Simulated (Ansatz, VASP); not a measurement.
# Si: VASP beside Ansatz

```xyz
2
Lattice="0.0000 2.7350 2.7350 2.7350 0.0000 2.7350 2.7350 2.7350 0.0000" Properties=species:S:1:pos:R:3 pbc="T T T"
Si    4.1026    4.1026    4.1026
Si    2.7350    2.7350    2.7350
```

Alike in both runs: functional PBE; k mesh 8 × 8 × 8; occupations gaussian, width 0.02 eV; no spin polarisation.

Ansatz relaxed the structure, and its values are those at the end. VASP's run is a single point on that final structure, the one shown.

|  | VASP | Ansatz |
| --- | --- | --- |
| version | VASP 6.6.1 | Ansatz 0.2.0 |
| potentials or method | VASP PAW PBE potentials, release 64 (Si), cutoff 520 eV | scalar-relativistic, plane waves, PAW |
| valence electrons in the cell | 8 | 8 |

Ansatz gave:

```
gap on the k mesh at the Fermi level (eV) : 0.65
least direct gap on the mesh (eV)         : 2.55
pressure (GPa)                            : 0.0
```

Task: What did VASP give for the same quantities?

Result: gap on the k mesh at the Fermi level (eV): 0.65; least direct gap on the mesh (eV): 2.56; pressure (GPa): -0.1.
